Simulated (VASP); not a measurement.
Here is a VASP 6.6.1 calculation.

File INCAR:

```
PREC = Accurate
ENCUT = 520
EDIFF = 1E-7
ISMEAR = 0
SIGMA = 0.01
LREAL = False
LASPH = True
NELM = 60
ALGO = Normal
ISIF = 2
LWAVE = False
LCHARG = False
GGA = PS
NBANDS = 11
```

The input KPOINTS:

```
Automatic mesh
0
Gamma
  8 8 8
```

The input POSCAR:

```
BeS
1.0
    2.4068697211      2.4068697211      0.0000000000
   -2.4068697211      2.4068697211      0.0000000000
    0.0000000000      2.4068697211      2.4288920699
Be S
1 1
Direct
    0.0000000000      0.0000000000      0.0000000000
    0.7500000000      0.2500000000      0.5000000000
```

Potentials or basis: VASP PAW PBE potentials, release 64 (Be, S).

Run with:

```console
$ cat potpaw_PBE.64/Be/POTCAR potpaw_PBE.64/S/POTCAR > POTCAR
$ mpirun -np 1 vasp_std > vasp.out
```

Q: Predict the band gap on the k mesh.

A: 2.86 eV, indirect (least direct gap 5.58 eV).

Q: What does it give for the pressure?

A: 0.7 GPa.

Stress tensor (GPa, compression positive):
```
1.04 0.00 0.00
0.00 1.04 0.00
0.00 0.00 0.16
```

Caveat: the cell differs from its parent crystal (in-plane strain -0.005, then relaxed in part); the PAW data sets were made with another functional, which shifts forces and pressure a little. A k mesh can miss the band edges.
